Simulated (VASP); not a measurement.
Here is a VASP 6.6.1 calculation.

File INCAR:

```
PREC = Accurate
ENCUT = 520
EDIFF = 1E-6
ISMEAR = -1
SIGMA = 0.05
LREAL = F
LASPH = T
NELM = 80
ALGO = Normal
ISIF = 2
LWAVE = F
LCHARG = F
GGA = PE
NBANDS = 12
```

The input KPOINTS:

```
Automatic mesh
0
Gamma
  14 14 14
```

The input POSCAR:

```
In
1.0
   -1.6426595604      1.6426595604      2.4244710000
    1.6426595604     -1.6426595604      2.4244710000
    1.6426595604      1.6426595604     -2.4244710000
In
1
Direct
    0.0000000000      0.0000000000      0.0000000000
```

Potentials or basis: VASP PAW PBE potentials, release 64 (In_d).

Run with:

```sh
$ cat potpaw_PBE.64/In_d/POTCAR > POTCAR
$ mpirun -np 1 vasp_std > vasp.out
```

Problem. Predict the pressure.

Solution. 1.9 GPa.

Problem. What does it give for the band gap on the k mesh?

Solution. Zero (an odd number of electrons rules out a gap without spin polarisation).

Stress tensor (GPa, compression positive):
```
1.67 0.00 0.00
0.00 1.67 0.00
0.00 0.00 2.35
```

Caveat: spin-orbit coupling is left out, which moves the levels of the heavy elements.
